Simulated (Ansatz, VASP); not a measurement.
**LiF in VASP and in Ansatz**

```
Li F
1.0
     2.86913    0.00000    0.00000
     0.00000    4.08993    0.00000
     0.00000    0.00000    5.72902
Li F
4 4
Cartesian
  2.1519 2.0449 0.7161
  0.7173 0.0001 5.0129
  2.1518 2.0451 3.5806
  0.7173 4.0898 2.1484
  2.1518 0.0001 0.7162
  0.7173 2.0449 5.0129
  2.1519 4.0898 3.5807
  0.7173 2.0450 2.1484
```

Alike in both runs: functional PBE; k mesh 6 × 4 × 4; occupations gaussian, width 0.1 eV; no spin polarisation.

Ansatz relaxed the structure, and its values are those at the end. VASP's run is a single point on that final structure, the one shown.

|  | VASP | Ansatz |
| --- | --- | --- |
| version | VASP 6.6.1 | Ansatz 0.2.0 |
| potentials or method | VASP PAW PBE potentials, release 64 (Li_sv, F), cutoff 520 eV | scalar-relativistic, plane waves, PAW |
| valence electrons in the cell | 40 | 40 |

```tsv
	VASP	Ansatz	Ansatz less VASP
gap on the k mesh at the Fermi level (eV)	8.83	8.83	+0.001
least direct gap on the mesh (eV)	8.83	8.83	+0.001
```

The functional is the same, so the differences come from potentials, cutoffs and numerics.

Noted on VASP's run: the cutoff is short for stress, so the pressure is rough.
